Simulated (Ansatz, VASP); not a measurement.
# One calculation of CdS, two programs

Contents of POSCAR:

```
CdS
1.0
    0.0000000000      2.9165000000      2.9165000000
    2.9165000000      0.0000000000      2.9165000000
    2.9165000000      2.9165000000      0.0000000000
Cd S
1 1
Direct
    0.0000000000      0.0000000000      0.0000000000
    0.7500000000      0.7500000000      0.7500000000
```

The input INCAR.step1:

```
SYSTEM = CdS
PREC = Accurate ; ENCUT = 520
EDIFF = 1E-5 ; ISMEAR = -1
SIGMA = 0.05 ; LREAL = .FALSE.
LASPH = .TRUE. ; NELM = 80
ALGO = Normal ; ISIF = 2
LWAVE = .TRUE. ; LCHARG = .FALSE.
GGA = PE ; NBANDS = 16
```

The input INCAR.step2:

```
SYSTEM = CdS
PREC = Accurate ; ENCUT = 520
EDIFF = 1E-7 ; ISMEAR = -1
SIGMA = 0.05 ; LREAL = .FALSE.
LASPH = .TRUE. ; NELM = 80
ALGO = Normal ; ISIF = 2
LWAVE = .FALSE. ; LCHARG = .FALSE.
GGA = B3 ; LHFCALC = .TRUE.
AEXX = 0.2 ; AGGAX = 0.72
AGGAC = 0.81 ; ALDAC = 0.19
PRECFOCK = Normal ; ISTART = 1
NBANDS = 16
```

Contents of KPOINTS:

```
Automatic mesh
0
G
  4 4 4
  0 0 0
```

The input input.yaml:

```yaml
crystal:
  lattice:
    - [0.0, 2.9165, 2.9165]
    - [2.9165, 0.0, 2.9165]
    - [2.9165, 2.9165, 0.0]
  atoms:
    - { symbol: Cd, position: [0.0, 0.0, 0.0] }
    - { symbol: S, position: [0.75, 0.75, 0.75] }
hamiltonian:
  xc: b3lyp
  pseudopotentials: { kind: paw }
kpoints:
  mp_grid: { grid: [4, 4, 4] }
  band_path:
    path:
      - [[0.0, 0.0, 0.0], [0.5, 0.0, 0.5], [0.5, 0.25, 0.75], [0.375, 0.375, 0.75], [0.0, 0.0, 0.0], [0.5, 0.5, 0.5], [0.625, 0.25, 0.625], [0.5, 0.25, 0.75], [0.5, 0.5, 0.5], [0.375, 0.375, 0.75]]
      - [[0.625, 0.25, 0.625], [0.5, 0.0, 0.5]]
    npoints: 4
scf:
  occupations: { method: fermi_dirac, width: 0.05 }
  n_extra_bands: 6
output:
  forces: true
  stress: true
  eigenvalues: true
  fatbands: false
```

Alike in both runs: functional B3LYP; k mesh 4 × 4 × 4; occupations fermi-dirac, width 0.05 eV; no spin polarisation.

|  | VASP | Ansatz |
| --- | --- | --- |
| version | VASP 6.6.1 | Ansatz 0.2.0 |
| potentials or method | VASP PAW PBE potentials, release 64 (Cd, S) | Ansatz PAW |
| plane-wave cutoff (eV) | 520 | 420 |
| valence electrons in the cell | 18 | 26 |
| task | single point | band structure |

```csv
,VASP,Ansatz,Ansatz less VASP
gap on the k mesh at the Fermi level (eV),2.51,2.45,-0.060
least direct gap on the mesh (eV),2.51,2.45,-0.060
pressure (GPa),4.8,4.5,-0.32
```

VASP's potentials were made for PBE, not for B3LYP. VASP's potentials hold 18 valence electrons a cell and Ansatz's 26, so a difference there can come from the potentials and not from the codes.

The k mesh is coarse, so the values compare programs but aren't converged.
